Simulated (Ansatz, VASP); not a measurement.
## One calculation of Tl, two programs

```
Tl
1.0
     3.33880    0.00000    0.00000
    -1.66940    2.89149    0.00000
     0.00000    0.00000   10.83703
Tl
4
Direct
  0.00000 0.00000 0.00000
  0.00000 0.00000 0.50000
  0.33333 0.66667 0.25000
  0.66667 0.33333 0.75000
```

Alike in both runs: task single point; functional PBEsol; k mesh 12 × 12 × 4; occupations fermi-dirac, width 0.1 eV; no spin polarisation.

|  | VASP | Ansatz |
| --- | --- | --- |
| version | VASP 6.6.1 | Ansatz 0.2.0 |
| potentials or method | VASP PAW PBE potentials, release 64 (Tl_d), cutoff 520 eV | plane waves (420 eV) with PAW, scalar-relativistic |
| valence electrons in the cell | 52 | 52 |

|  | VASP | Ansatz | Ansatz less VASP |
| --- | --- | --- | --- |
| pressure (GPa) | 3.8 | 3.8 | +0.07 |
| traceless stress, the component that is largest in VASP (GPa) | 0.08 | 0.08 | +0.001 |

VASP's potentials were made for PBE, not for PBEsol, and Ansatz warns of the same on its side.

Neither program's run includes spin-orbit coupling.
